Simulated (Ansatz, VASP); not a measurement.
## One calculation of SnO2, two programs

INCAR

```
SYSTEM = SnO2
PREC     = Accurate       ! precision mode
ENCUT    = 520            ! plane-wave cutoff, eV
EDIFF    = 1E-6           ! SCF threshold, eV
ISMEAR   = 0              ! smearing method
SIGMA    = 0.05           ! smearing width, eV
LREAL    = .FALSE.        ! projectors in reciprocal space
LASPH    = .TRUE.         ! aspherical terms in the spheres
NELM     = 100            ! most SCF steps
ALGO     = Normal         ! electronic algorithm
ISIF     = 2              ! what is computed and relaxed
LWAVE    = .FALSE.        ! write WAVECAR
LCHARG   = .FALSE.        ! write CHGCAR
GGA      = PE             ! functional
NBANDS   = 35             ! bands
```

File KPOINTS:

```
regular mesh
0
G
  10 10 10
  0 0 0
```

Contents of POSCAR:

```
SnO2
1.0
   -2.0262505044      2.0262505044      5.1806864801
    2.0262505044     -2.0262505044      5.1806864801
    2.0262505044      2.0262505044     -5.1806864801
Sn O
2 4
Direct
    0.7500000000      0.2500000000      0.5000000000
    0.0000000000      0.0000000000      0.0000000000
    0.6528232495      0.7975980438     -0.1447747943
    0.9524019562      0.4524019562      0.5000000000
    0.2024019562      0.2024019562      0.0000000000
    0.5475980438      0.0475980438      0.5000000000
```

Input for Ansatz:

```yaml
crystal:
  lattice:
    - [-2.0262505044, 2.0262505044, 5.1806864801]
    - [2.0262505044, -2.0262505044, 5.1806864801]
    - [2.0262505044, 2.0262505044, -5.1806864801]
  atoms:
    - { symbol: Sn, position: [0.75, 0.25, 0.5] }
    - { symbol: Sn, position: [0.0, 0.0, 0.0] }
    - { symbol: O, position: [0.6528232495, 0.7975980438, -0.1447747943] }
    - { symbol: O, position: [0.9524019562, 0.4524019562, 0.5] }
    - { symbol: O, position: [0.2024019562, 0.2024019562, 0.0] }
    - { symbol: O, position: [0.5475980438, 0.0475980438, 0.5] }
basis:
  ecutwfc: 420
kpoints:
  mp_grid: { grid: [10, 10, 10] }
hamiltonian:
  xc: pbe
  pseudopotentials: { kind: paw, azcp: { folder: soft_1 } }
scf:
  occupations: { method: gaussian, width: 0.05 }
output:
  forces: true
  stress: true
  eigenvalues: true
```

Alike in both runs: task single point; functional PBE; k mesh 10 × 10 × 10; occupations gaussian, width 0.05 eV; no spin polarisation.

|  | VASP | Ansatz |
| --- | --- | --- |
| version | VASP 6.6.1 | Ansatz 0.2.0 |
| potentials or method | VASP PAW PBE potentials, release 64 (Sn_d, O), cutoff 520 eV | scalar-relativistic, plane waves, PAW |
| valence electrons in the cell | 52 | 52 |

Ansatz gave:

| Item | Value |
| --- | --- |
| gap on the k mesh at the Fermi level (eV) | 1.05 |
| least direct gap on the mesh (eV) | 1.47 |
| pressure (GPa) | -1.5 |
| traceless stress, the component that is largest in VASP (GPa) | 0.97 |
| rms of the force components (eV/Å) | 0.603 |

**Question.** Which values does VASP return?

**Answer.** gap on the k mesh at the Fermi level (eV): 1.03; least direct gap on the mesh (eV): 1.46; pressure (GPa): -0.9; traceless stress, the component that is largest in VASP (GPa): 1.00; rms of the force components (eV/Å): 0.598.

Atom by atom the forces differ by 0.014 eV/Å (rms over components).
